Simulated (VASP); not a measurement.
BN (d4): single point with PBE+D4

BN (d4):

```xyz
4
Lattice="2.5070 0.0000 0.0000 -1.2535 2.1711 0.0000 0.0000 0.0000 6.5523" Properties=species:S:1:pos:R:3 pbc="T T T"
B     0.0000    1.4474    1.6381
B     1.2535    0.7237    4.9142
N     0.0000    1.4474    4.9142
N     1.2535    0.7237    1.6381
```

```
Program             : VASP 6.6.1
Task                : single point
Functional          : PBE
Dispersion          : D4
Potentials or basis : VASP PAW PBE potentials, release 64 (B, N)
Cutoff              : 520 eV
k mesh              : 12 × 12 × 4
Occupations         : gaussian, width 0.02 eV
Spin                : no spin polarisation
```

```json
{"Pressure": "0.1 GPa", "Band gap on the k mesh": "4.24 eV, indirect (least direct gap 4.63 eV)", "Dispersion energy per atom": "-0.163 eV"}
```

Stress tensor (GPa, compression positive):
```
 0.19  0.00  0.00
 0.00  0.19  0.00
 0.00  0.00 -0.12
```

Levels at points of the mesh, in eV from the valence-band top:
```
           k point  band 4  band 5  band 6  band 7  band 8  band 9  band 10  band 11  band 12  band 13
(0.00, 0.00, 0.00)   -4.00   -1.35   -1.35   -1.30   -1.30    5.34    10.45    11.50    11.50    11.64
(0.50, 0.00, 0.00)   -8.83   -4.15   -4.08   -1.49   -0.40    4.24     5.69     9.50     9.90    12.76
(0.00, 0.00, 0.50)   -5.26   -1.32   -1.32   -1.32   -1.32    7.77     7.77    11.57    11.57    11.57
(0.50, 0.00, 0.50)   -8.87   -4.11   -4.11   -0.92   -0.92    4.72     4.72     9.88     9.88    13.64
```

It took 21 s on 1 thread of Intel(R) Xeon(R) Platinum 8488C (Sapphire Rapids) (shared host), peak memory 0.16 GiB.

A k mesh can miss the band edges.
